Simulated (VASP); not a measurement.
A run of VASP 6.6.1 is set up as follows.

File INCAR:

```
PREC = Accurate
ENCUT = 520
EDIFF = 1E-6
ISMEAR = -1
SIGMA = 0.08
LREAL = F
LASPH = T
NELM = 100
ALGO = Normal
ISIF = 2
LWAVE = F
LCHARG = F
GGA = PE
NBANDS = 28
```

File KPOINTS:

```
regular mesh
0
Gamma
  9 9 13
```

File POSCAR:

```
Ru
1.0
    4.2683005943      0.0000000000      0.0000000000
   -2.1341502972      3.6964567457      0.0000000000
    0.0000000000      0.0000000000      2.6844348078
Ru
3
Direct
    0.0000000000      0.0000000000      0.0000000000
    0.3333333333      0.6666666667      0.5000000000
    0.6666666667      0.3333333333      0.5000000000
```

Potentials or basis: VASP PAW PBE potentials, release 64 (Ru_pv).

Launch:

```bash
$ cat potpaw_PBE.64/Ru_pv/POTCAR > POTCAR
$ mpirun -np 1 vasp_std > vasp.out
```

Q: What does it give for the pressure?

A: 0.0 GPa.

Q: Estimate the band gap on the k mesh.

A: Zero (bands 21 and 22 overlap by 2.28 eV).

Stress tensor (GPa, compression positive):
```
 0.02  0.00  0.00
 0.00  0.02  0.00
 0.00  0.00 -0.15
```
